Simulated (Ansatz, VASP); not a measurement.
**One calculation of Yb, two programs**

Contents of INCAR:

```
SYSTEM = Yb
  PREC = Accurate
  ENCUT = 520
  EDIFF = 1E-6
  ISMEAR = 0
  SIGMA = 0.15
  LREAL = .False.
  LASPH = .True.
  NELM = 60
  ALGO = Fast
  ISIF = 2
  LWAVE = .False.
  LCHARG = .True.
  GGA = PE
  LELF = .True.
  LVHAR = .True.
  NBANDS = 18
```

The input KPOINTS:

```
Automatic mesh
0
Gamma
  14 14 14
  0 0 0
```

Contents of POSCAR:

```
Yb
1.0
   -0.2872968390      2.6117894455      2.3963168162
    2.3244926065      0.0000000000      2.1090199772
    2.6117894455      2.6117894455     -0.2872968390
Yb
1
Direct
    0.0000000000      0.0000000000      0.0000000000
```

Input for Ansatz:

```yaml
crystal:
  lattice:
    - [-0.287296839, 2.6117894455, 2.3963168162]
    - [2.3244926065, 0.0, 2.1090199772]
    - [2.6117894455, 2.6117894455, -0.287296839]
  atoms:
    - { symbol: Yb, position: [0.0, 0.0, 0.0] }
basis:
  ecutwfc: 420
kpoints:
  mp_grid: { grid: [14, 14, 14] }
hamiltonian:
  xc: pbe
scf:
  occupations: { method: gaussian, width: 0.15 }
output:
  forces: true
  stress: true
  eigenvalues: true
```

Change from the starting cell: engineering shear strain xz -0.2200, normal strain along z -0.0825.

Alike in both runs: task single point; functional PBE; k mesh 14 × 14 × 14; occupations gaussian, width 0.15 eV; no spin polarisation.

```csv
,VASP,Ansatz
version,VASP 6.6.1,Ansatz 0.2.0
potentials or method,"VASP PAW PBE potentials, release 64 (Yb), cutoff 520 eV","scalar-relativistic, plane waves, PAW"
valence electrons in the cell,24,24
```

|  | VASP | Ansatz | Ansatz less VASP |
| --- | --- | --- | --- |
| gap on the k mesh at the Fermi level (eV) | none | none | - |
| pressure (GPa) | 2.6 | 2.7 | +0.13 |
| traceless stress, the component that is largest in VASP (GPa) | 7.44 | 7.44 | -0.001 |

A gap of «none» marks a metal or a gap that the smearing closes.

Neither program's run includes spin-orbit coupling.
